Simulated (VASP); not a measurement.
# Sn (I4_1/amd) in VASP: relaxation of cell and atoms with LDA

Aim: the relaxation of cell and atoms of Sn with LDA.

Everything below comes from runs of VASP 6.6.1. Logs are shortened: lines on timing, memory, paths and dates and some standing lists are left out, and cuts for length are marked.

**1. The cell of the first run**

It takes space group I4_1/amd (No. 141, tetragonal). Conventional cell: a = 5.832 Å, b = 5.832 Å, c = 3.182 Å, α = 90.00°, β = 90.00°, γ = 90.00°. Within 4.0 Å of Sn (site symmetry -4m2) lie 10 Sn at 3.02 to 3.77 Å.

**2. Relaxation of cell and atoms, LDA**

The input, INCAR:

```
SYSTEM = Sn
PREC = Accurate
ENCUT = 600
EDIFF = 1E-6
ISMEAR = 0
SIGMA = 0.05
LREAL = .FALSE.
LASPH = .TRUE.
NELM = 80
ALGO = Normal
ISIF = 3
LWAVE = .FALSE.
LCHARG = .FALSE.
IBRION = 2
NSW = 80
EDIFFG = -0.01
```

The input, KPOINTS:

```
regular mesh
0
G
  16 16 16
  0 0 0
```

The input, POSCAR:

```
Sn
1.0
   -2.9159000000      2.9159000000      1.5909500000
    2.9159000000     -2.9159000000      1.5909500000
    2.9159000000      2.9159000000     -1.5909500000
Sn
2
Direct
    0.7500000000      0.2500000000      0.5000000000
    0.0000000000      0.0000000000      0.0000000000
```

Potentials or basis: VASP PAW LDA potentials, release 64 (Sn_d).

The run is started by

```sh
$ cat potpaw_LDA.64/Sn_d/POTCAR > POTCAR
$ mpirun -np 1 vasp_std > vasp.out
```

OUTCAR:

```text
SYSTEM = Sn
   PREC = Accurate
   ENCUT = 600
   EDIFF = 1E-6
   ISMEAR = 0
   LREAL = .FALSE.
   LASPH = .TRUE.
   NELM = 80
   ISIF = 3
   IBRION = 2
   NSW = 80
   EDIFFG = -0.01

 ion  position               nearest neighbor table
   1  0.750  0.250  0.500-   2 3.02   2 3.02   2 3.02   2 3.02
   2  0.000  0.000  0.000-   1 3.02   1 3.02   1 3.02   1 3.02

  LATTYP: Found a body centered tetragonal cell.
 ALAT       =     5.8318000000
 C/A-ratio  =     0.5456119894

  Lattice vectors:

 A1 = (  -2.9159000000,   2.9159000000,   1.5909500000)
 A2 = (   2.9159000000,  -2.9159000000,   1.5909500000)
 A3 = (   2.9159000000,   2.9159000000,  -1.5909500000)

Analysis of symmetry for initial positions (statically):
=====================================================================
 Subroutine PRICEL returns:
 Original cell was already a primitive cell.

 Routine SETGRP: Setting up the symmetry group for a
 body centered tetragonal supercell.

 Subroutine GETGRP returns: Found 16 space group operations
 (whereof  8 operations were pure point group operations)
 out of a pool of 16 trial point group operations.

The static configuration has the point symmetry D_2d.
 The point group associated with its full space group is D_4h.

Analysis of symmetry for dynamics (positions and initial velocities):
=====================================================================
 Subroutine PRICEL returns:
 Original cell was already a primitive cell.

 Routine SETGRP: Setting up the symmetry group for a
 body centered tetragonal supercell.

 Subroutine GETGRP returns: Found 16 space group operations
 (whereof  8 operations were pure point group operations)
 out of a pool of 16 trial point group operations.

The dynamic configuration has the point symmetry D_2d.
 The point group associated with its full space group is D_4h.

 Subroutine INISYM returns: Found 16 space group operations
 (whereof  8 operations are pure point group operations),
 and found     1 'primitive' translations

----------------------------------------------------------------------------------------

                                     Primitive cell

  volume of cell :      54.1080

  direct lattice vectors                    reciprocal lattice vectors
    -2.915900000  2.915900000  1.590950000     0.000000000  0.171473645  0.314277633
     2.915900000 -2.915900000  1.590950000     0.171473645  0.000000000  0.314277633
[... 89 lines left out ...]
   IBRION =      2    ionic relax: 0-MD 1-quasi-New 2-CG
   NFREE  =      1    steps in history (QN), initial steepest desc. (CG)
   ISIF   =      3    stress and relaxation
   ISYM   =      2    0-nonsym 1-usesym 2-fastsym
   POTIM  = 0.5000    time-step for ionic-motion
   TEBEG  =    0.0;   TEEND  =   0.0 temperature during run
   PSTRESS=    0.0 pullay stress
   NELECT =      28.0000    total number of electrons
   NUPDOWN=      -1.0000    fix difference up-down
   EMIN   =  10.00;   EMAX   =-10.00  energy-range for DOS
   EFERMI =   0.00;   METHOD = LEGACY
   ISMEAR =     0;   SIGMA  =   0.05  broadening in eV -4-tet -1-fermi 0-gaus
   EFERMI_NEDOS =   21; number of points for ismear=-14 and -15
   IALGO  =     38    algorithm
   IMIX   =      4    mixing-type and parameters
     AMIX     =   0.40;   BMIX     =  1.00
     AMIX_MAG =   1.60;   BMIX_MAG =  1.00
  volume/ion in A,a.u.               =      27.05       182.57
  Fermi-wavevector in a.u.,A,eV,Ry     =   1.314338  2.483738 23.503836  1.727483
  Thomas-Fermi vector in A             =   2.444597
   LORBIT       =      0    0 simple, 1 ext, 2 COOP (PROOUT), +10 PAW based schemes
   GGA     = CA    functional components
   LHFCALC =     F    Hartree Fock is set to
   AEXX    =    0.0000 exact exchange contribution
   IVDW    =     0    specifies the selected vdW correction
   LEPSILON=     F    determine dielectric tensor
   LRPA    =     F    only Hartree local field effects (RPA)
 conjugate gradient relaxation of ions
 non-spin polarized calculation
 Gauss-broadening in eV      SIGMA  =   0.05
  energy-cutoff  :      600.00
  volume of cell :       54.11
 maximum number of plane-waves:      1830
   NGX = 17   NGY = 17   NGZ = 17

--------------------------------------- Ionic step        1  -------------------------------------------

 number of electron      28.0000002 magnetization

 Free energy of the ion-electron system (eV)
  ---------------------------------------------------
  ext. energy  EPLUGINS =         0.00000000
  ---------------------------------------------------
  free energy    TOTEN  =        -8.97188729 eV

  energy without entropy =       -8.97052608  energy(sigma->0) =       -8.97120669

------------------------ aborting loop because EDIFF is reached ----------------------------------------

  FORCE on cell =-STRESS in cart. coord.  units (eV):
  Direction    XX          YY          ZZ          XY          YZ          ZX
  --------------------------------------------------------------------------------------
  -------------------------------------------------------------------------------------
  Total       -0.5288363     -0.5288363     -0.7671103      0.0000000      0.0000000      0.0000000
  in kB      -15.6592188    -15.6592188    -22.7146787      0.0000000      0.0000000      0.0000000
  external PRESSURE =     -18.0110388 kB  Pullay stress =       0.0000000 kB
[... 131 lines left out ...]
--------------------------------------- Ionic step        5  -------------------------------------------

 number of electron      28.0000009 magnetization

 Free energy of the ion-electron system (eV)
  ---------------------------------------------------
  ext. energy  EPLUGINS =         0.00000000
  ---------------------------------------------------
  free energy    TOTEN  =        -8.98290271 eV

  energy without entropy =       -8.98174882  energy(sigma->0) =       -8.98232576

 E-fermi :   8.1607     XC(G=0): -10.7160

 val. band max:        8.1569901288   @ k =  -0.2500   0.1250  -0.0000
 cond. band min:       8.1767539254   @ k =   0.4375   0.3750   0.0000
 fundamental gap:      0.0197637965
 Fermi energy:         8.1606543116

 k-point     1 :       0.0000    0.0000    0.0000
  band No.  band energies     occupation
      1     -13.4560      2.00000
      2     -13.3710      2.00000
      3     -13.3172      2.00000
      4     -13.3123      2.00000
      5     -13.1284      2.00000
      6     -13.1284      2.00000
[... 481 lines left out ...]
      5     -13.1301      2.00000
      6     -13.1266      2.00000
[... 10 lines left out ...]
     17      14.1945      0.00000
     18      15.3488      0.00000

 [... further k-points ...]
[... 5 lines left out ...]
  --------------------------------------------------------------------------------------
  -------------------------------------------------------------------------------------
  Total        0.0178750      0.0178750     -0.0022298      0.0000000      0.0000000      0.0000000
  in kB        0.5468788      0.5468788     -0.0682192      0.0000000      0.0000000      0.0000000
  external PRESSURE =       0.3418461 kB  Pullay stress =       0.0000000 kB
[... 17 lines left out ...]
  FREE ENERGIE OF THE ION-ELECTRON SYSTEM (eV)
  ---------------------------------------------------
  free  energy   TOTEN  =        -8.9829027129 eV

  energy  without entropy=       -8.9817488161  energy(sigma->0) =       -8.98232576

 reached required accuracy - stopping structural energy minimisation
```

OSZICAR:

```text
N       E                     dE             d eps       ncg     rms          rms(c)
DAV:   1     0.211000691016E+03    0.21100E+03   -0.16284E+04 12588   0.265E+03
DAV:   2     0.102623632357E+02   -0.20074E+03   -0.19847E+03 12572   0.475E+02
[... 35 lines left out ...]
   4 F= -.89828216E+01 E0= -.89822259E+01  d E =-.336713E-03
       N       E                     dE             d eps       ncg     rms          rms(c)
DAV:   1    -0.898414469595E+01   -0.13230E-02   -0.33351E-02 14192   0.165E+00    0.170E-01
DAV:   2    -0.898332865560E+01    0.81604E-03   -0.18081E-03 14728   0.744E-01    0.105E-01
DAV:   3    -0.898289105740E+01    0.43760E-03   -0.10114E-03 16636   0.490E-01    0.145E-02
DAV:   4    -0.898290312232E+01   -0.12065E-04   -0.17711E-04 13132   0.168E-01    0.808E-03
DAV:   5    -0.898290271295E+01    0.40937E-06   -0.53428E-06 13328   0.367E-02
   5 F= -.89829027E+01 E0= -.89823258E+01  d E =-.417826E-03
```

It took 15 min on 1 thread of Oxide Virtual Turin-like, shared host; peak memory 0.41 GiB.

What came out:

| Item | Value |
| --- | --- |
| Free energy | -8.9829 eV |
| Relaxed volume | 26.18 Å³/atom |
| Relaxed cell | a = 4.382 Å, b = 4.382 Å, c = 4.382 Å, α = 97.30°, β = 97.30°, γ = 138.23° |
| Space group after relaxing (to 0.1 Å) | I4_1/amd (No. 141) |
| Energy gained by relaxing | 5.5 meV/atom |
| Ionic steps | 5 |
| Pressure after relaxing | 0.0 GPa |
| Band gap on the k mesh | zero (bands 14 and 15 overlap by 4.41 eV) |

The path:
```csv
step,energy change (eV),largest force (eV/Å),pressure (GPa),volume (Å³)
1,0.0000,0.0000,-1.80,54.11
2,-0.0093,0.0000,0.75,51.76
3,-0.0106,0.0000,0.05,52.34
4,-0.0109,0.0000,0.05,52.36
5,-0.0110,0.0000,0.03,52.37
```

Final structure:
```
Sn
1.0
    -2.89496    2.89496    1.56214
     2.89496   -2.89496    1.56214
     2.89496    2.89496   -1.56214
Sn
2
Direct
  0.75000 0.25000 0.50000
  0.00000 0.00000 0.00000
```

Caveat: spin-orbit coupling is left out, which moves the levels of the heavy elements.
